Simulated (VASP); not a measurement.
# Ti3O4 (I4/mmm) in VASP: single point with r2SCAN

Aim: the single point of Ti3O4 with r2SCAN.

Program: VASP 6.6.1. These are calculated values, not measurements. Logs are shortened: lines on timing, memory, paths and dates and some standing lists are left out, and cuts for length are marked.

### 1 The cell of the first run

It takes space group I4/mmm (No. 139, tetragonal). The conventional cell has a = 4.124 Å, b = 4.124 Å, c = 8.158 Å, α = 90.00°, β = 90.00°, γ = 90.00°. Ti (site symmetry -4m2) has 6 O at 2.04 to 2.06 Å within 2.7 Å. Ti (site symmetry 4/mmm) has 6 O at 2.06 to 2.09 Å within 2.7 Å. O (site symmetry mmm) has 4 Ti at 2.04 to 2.06 Å within 2.7 Å. O (site symmetry 4mm) has 5 Ti at 2.06 to 2.09 Å within 2.7 Å.

### 2 Single point, r2SCAN

File POSCAR:

```
Ti3O4
1.0
   -2.0622025767      2.0622025767      4.0790312498
    2.0622025767     -2.0622025767      4.0790312498
    2.0622025767      2.0622025767     -4.0790312498
Ti O
3 4
Direct
    0.2500000000      0.7500000000      0.5000000000
    0.5000000000      0.5000000000      0.0000000000
    0.7500000000      0.2500000000      0.5000000000
    0.0000000000      0.5000000000      0.5000000000
    0.2444122992      0.2444122992      0.0000000000
    0.5000000000      0.0000000000      0.5000000000
    0.7555877008      0.7555877008      0.0000000000
```

File INCAR.step1:

```
SYSTEM = Ti3O4
  PREC = Accurate
  ENCUT = 520
  ISMEAR = 0
  SIGMA = 0.05
  LREAL = .False.
  LASPH = .True.
  NELM = 100
  NBANDS = 39
  GGA = PE
  ALGO = Normal
  EDIFF = 1E-4
  LWAVE = .True.
  LCHARG = .False.
```

File INCAR.step2:

```
SYSTEM = Ti3O4
  PREC = Accurate
  ENCUT = 520
  EDIFF = 1E-6
  ISMEAR = 0
  SIGMA = 0.05
  LREAL = .False.
  LASPH = .True.
  NELM = 100
  ALGO = Normal
  ISIF = 2
  LWAVE = .False.
  LCHARG = .False.
  METAGGA = R2SCAN
  LMIXTAU = .True.
  NBANDS = 39
  ISTART = 1
```

File KPOINTS:

```
regular mesh
0
Gamma
  12 12 12
  0 0 0
```

Potentials or basis: VASP PAW PBE potentials, release 64 (Ti_sv, O).

Command:

```
$ cat potpaw_PBE.64/Ti_sv/POTCAR potpaw_PBE.64/O/POTCAR > POTCAR
$ cp INCAR.step1 INCAR
$ mpirun -np 1 vasp_std > vasp.out
$ cp INCAR.step2 INCAR
$ mpirun -np 1 vasp_std > vasp.out
```

OUTCAR:

```text
SYSTEM = Ti3O4
   PREC = Accurate
   ENCUT = 520
   EDIFF = 1E-6
   ISMEAR = 0
   LREAL = .False.
   LASPH = .True.
   NELM = 100
   ISIF = 2
   METAGGA = R2SCAN
   ISTART = 1

 ion  position               nearest neighbor table
   1  0.250  0.750  0.500-   4 2.04   6 2.04   5 2.06   7 2.06   7 2.06   5 2.06   2 2.90   2 2.90
                             2 2.90   2 2.90   3 2.92   3 2.92   3 2.92   3 2.92
   2  0.500  0.500  0.000-   4 2.06   6 2.06   6 2.06   4 2.06   5 2.09   7 2.09   1 2.90   3 2.90
                             1 2.90   3 2.90   1 2.90   1 2.90   3 2.90   3 2.90
   3  0.750  0.250  0.500-   4 2.04   6 2.04   5 2.06   7 2.06   7 2.06   5 2.06   2 2.90   2 2.90
                             2 2.90   2 2.90   1 2.92   1 2.92   1 2.92   1 2.92
   4  0.000  0.500  0.500-   1 2.04   3 2.04   2 2.06   2 2.06
   5  0.244  0.244  0.000-   3 2.06   1 2.06   1 2.06   3 2.06   2 2.09
   6  0.500  0.000  0.500-   1 2.04   3 2.04   2 2.06   2 2.06
   7  0.756  0.756  0.000-   1 2.06   3 2.06   3 2.06   1 2.06   2 2.09

  LATTYP: Found a body centered tetragonal cell.
 ALAT       =     4.1244051534
 C/A-ratio  =     1.9779973587

  Lattice vectors:

 A1 = (  -2.0622025767,   2.0622025767,   4.0790312498)
 A2 = (   2.0622025767,  -2.0622025767,   4.0790312498)
 A3 = (   2.0622025767,   2.0622025767,  -4.0790312498)

Analysis of symmetry for initial positions (statically):
=====================================================================
 Subroutine PRICEL returns:
 Original cell was already a primitive cell.

 Routine SETGRP: Setting up the symmetry group for a
 body centered tetragonal supercell.

 Subroutine GETGRP returns: Found 16 space group operations
 (whereof 16 operations were pure point group operations)
 out of a pool of 16 trial point group operations.

The static configuration has the point symmetry D_4h.

Analysis of symmetry for dynamics (positions and initial velocities):
=====================================================================
 Subroutine PRICEL returns:
 Original cell was already a primitive cell.

 Routine SETGRP: Setting up the symmetry group for a
 body centered tetragonal supercell.

 Subroutine GETGRP returns: Found 16 space group operations
 (whereof 16 operations were pure point group operations)
 out of a pool of 16 trial point group operations.

The dynamic configuration has the point symmetry D_4h.

[... 110 lines left out ...]
   EDIFFG = 0.1E-04   stopping-criterion for IOM
   NSW    =      0    number of steps for IOM
   IBRION =     -1    ionic relax: 0-MD 1-quasi-New 2-CG
   NFREE  =      0    steps in history (QN), initial steepest desc. (CG)
   ISIF   =      2    stress and relaxation
   ISYM   =      2    0-nonsym 1-usesym 2-fastsym
   POTIM  = 0.5000    time-step for ionic-motion
   TEBEG  =    0.0;   TEEND  =   0.0 temperature during run
   PSTRESS=    0.0 pullay stress
   NELECT =      60.0000    total number of electrons
   NUPDOWN=      -1.0000    fix difference up-down
   EMIN   =  10.00;   EMAX   =-10.00  energy-range for DOS
   EFERMI =   0.00;   METHOD = LEGACY
   ISMEAR =     0;   SIGMA  =   0.05  broadening in eV -4-tet -1-fermi 0-gaus
   EFERMI_NEDOS =   21; number of points for ismear=-14 and -15
   IALGO  =     38    algorithm
   IMIX   =      4    mixing-type and parameters
     AMIX     =   0.40;   BMIX     =  1.00
     AMIX_MAG =   1.60;   BMIX_MAG =  1.00
  volume/ion in A,a.u.               =       9.91        66.89
  Fermi-wavevector in a.u.,A,eV,Ry     =   1.559668  2.947344 33.097025  2.432563
  Thomas-Fermi vector in A             =   2.662992
   LORBIT       =      0    0 simple, 1 ext, 2 COOP (PROOUT), +10 PAW based schemes
   METAGGA = R2SCAN    functional components
   LHFCALC =     F    Hartree Fock is set to
   AEXX    =    0.0000 exact exchange contribution
   IVDW    =     0    specifies the selected vdW correction
   LEPSILON=     F    determine dielectric tensor
   LRPA    =     F    only Hartree local field effects (RPA)
 non-spin polarized calculation
 Gauss-broadening in eV      SIGMA  =   0.05
  energy-cutoff  :      520.00
  volume of cell :       69.39
 maximum number of plane-waves:      1887
 NGX is ok and might be reduce to    40
   NGX = 19   NGY = 19   NGZ = 19

 number of electron      60.0000001 magnetization

 Free energy of the ion-electron system (eV)
  ---------------------------------------------------
  ext. energy  EPLUGINS =         0.00000000
  ---------------------------------------------------
  free energy    TOTEN  =       -83.94412369 eV

  energy without entropy =      -83.94097913  energy(sigma->0) =      -83.94255141

 E-fermi :   9.9151     XC(G=0): -12.9683

 val. band max:        9.9118803805   @ k =   0.3333   0.0833   0.0833
 cond. band min:       9.9165474075   @ k =   0.3333   0.0833   0.0000
 fundamental gap:      0.0046670270
 Fermi energy:         9.9151245304

 k-point     1 :       0.0000    0.0000    0.0000
  band No.  band energies     occupation
      1     -50.8196      2.00000
      2     -50.7056      2.00000
      3     -50.5845      2.00000
      4     -26.2406      2.00000
      5     -26.2134      2.00000
      6     -26.2134      2.00000
[... 997 lines left out ...]
     38      12.1099      0.00000
     39      12.8501      0.00000

 [... further k-points ...]

------------------------ aborting loop because EDIFF is reached ----------------------------------------

  FORCE on cell =-STRESS in cart. coord.  units (eV):
  Direction    XX          YY          ZZ          XY          YZ          ZX
  --------------------------------------------------------------------------------------
  -------------------------------------------------------------------------------------
  Total        0.6711024      0.6711024      0.7655758      0.0000000      0.0000000     -0.0000000
  in kB       15.4960026     15.4960026     17.6774295      0.0000000      0.0000000     -0.0000000
  external PRESSURE =      16.2231449 kB  Pullay stress =       0.0000000 kB

 VOLUME and BASIS-vectors are now :
 -----------------------------------------------------------------------------
  energy-cutoff  :      520.00
  volume of cell :       69.39
      direct lattice vectors                 reciprocal lattice vectors
    -2.062202577  2.062202577  4.079031250     0.000000000  0.242459206  0.122578124
     2.062202577 -2.062202577  4.079031250     0.242459206  0.000000000  0.122578124
     2.062202577  2.062202577 -4.079031250     0.242459206  0.242459206  0.000000000

 POSITION                                       TOTAL-FORCE (eV/Angst)
 -----------------------------------------------------------------------------------
      2.06220      0.00000      2.03952        -0.000000     -0.000000      0.000000
      0.00000      0.00000      4.07903        -0.000000     -0.000000      0.000000
      0.00000      2.06220      2.03952        -0.000000     -0.000000      0.000000
      2.06220      0.00000      0.00000        -0.000000     -0.000000      0.000000
      0.00000      0.00000      1.99393         0.000000      0.000000     -0.059196
      0.00000      2.06220      0.00000        -0.000000     -0.000000      0.000000
      0.00000      0.00000      6.16413         0.000000      0.000000      0.059196
 -----------------------------------------------------------------------------------
    total drift:                               -0.000000     -0.000000      0.000000

  FREE ENERGIE OF THE ION-ELECTRON SYSTEM (eV)
  ---------------------------------------------------
  free  energy   TOTEN  =       -83.9441236857 eV

  energy  without entropy=      -83.9409791255  energy(sigma->0) =      -83.94255141
```

OSZICAR.step1:

```text
N       E                     dE             d eps       ncg     rms          rms(c)
DAV:   1     0.890511415623E+03    0.89051E+03   -0.30531E+04 13106   0.193E+03
DAV:   2     0.731990767540E+02   -0.81731E+03   -0.77930E+03 13075   0.583E+02
DAV:   3    -0.660173576325E+02   -0.13922E+03   -0.13633E+03 16787   0.217E+02
DAV:   4    -0.755981628927E+02   -0.95808E+01   -0.95275E+01 19837   0.575E+01
DAV:   5    -0.760086163433E+02   -0.41045E+00   -0.40998E+00 18321   0.966E+00    0.299E+01
DAV:   6    -0.628677759230E+02    0.13141E+02   -0.83758E+01 18513   0.705E+01    0.106E+01
DAV:   7    -0.628112338922E+02    0.56542E-01   -0.92433E+00 18427   0.201E+01    0.769E+00
DAV:   8    -0.628749318070E+02   -0.63698E-01   -0.89501E-01 19327   0.130E+01    0.478E+00
DAV:   9    -0.627820082927E+02    0.92924E-01   -0.48520E-01 16977   0.712E+00    0.115E+00
DAV:  10    -0.627710213593E+02    0.10987E-01   -0.11124E-01 18034   0.332E+00    0.608E-01
DAV:  11    -0.627733676861E+02   -0.23463E-02   -0.26669E-02 16653   0.176E+00    0.479E-01
DAV:  12    -0.627734035451E+02   -0.35859E-04   -0.57927E-03 16888   0.996E-01    0.709E-02
DAV:  13    -0.627734161539E+02   -0.12609E-04   -0.97783E-04 17431   0.350E-01
   1 F= -.62773416E+02 E0= -.62771653E+02  d E =-.352685E-02
```

It took 17 min on 1 thread of Intel Xeon 6975P-C (Granite Rapids), shared host; peak memory 0.49 GiB.

Results:

| Item | Value |
| --- | --- |
| Free energy | -83.9441 eV |
| Pressure | 1.6 GPa |
| Largest force | 0.059 eV/Å |
| Band gap on the k mesh | zero (bands 30 and 31 overlap by 3.47 eV) |

Forces on the atoms (eV/Å):
```
Ti   0.000  0.000  0.000
Ti   0.000  0.000  0.000
Ti   0.000  0.000  0.000
O    0.000  0.000  0.000
O    0.000  0.000 -0.059
O    0.000  0.000  0.000
O    0.000  0.000  0.059
```

Stress tensor (GPa, compression positive):
```
1.55 0.00 0.00
0.00 1.55 0.00
0.00 0.00 1.77
```

Levels at points of the mesh, in eV from the Fermi level:
```csv
k point,band 28,band 29,band 30,band 31,band 32,band 33
"(0.00, 0.00, 0.00)",-4.33,-2.83,-0.66,-0.66,0.48,0.49
"(0.50, 0.00, 0.00)",-4.51,-1.16,0.31,0.37,0.51,0.69
"(0.50, 0.50, 0.00)",-3.99,0.79,0.79,1.03,1.13,1.22
"(0.50, 0.50, 0.50)",-4.78,-2.51,-2.47,-2.47,-0.02,1.04
```

Caveat: the PAW data sets were made with another functional, which shifts forces and pressure a little; semilocal functionals often make such compounds metallic where correlation or magnetic order opens a gap, which also shifts bond lengths.
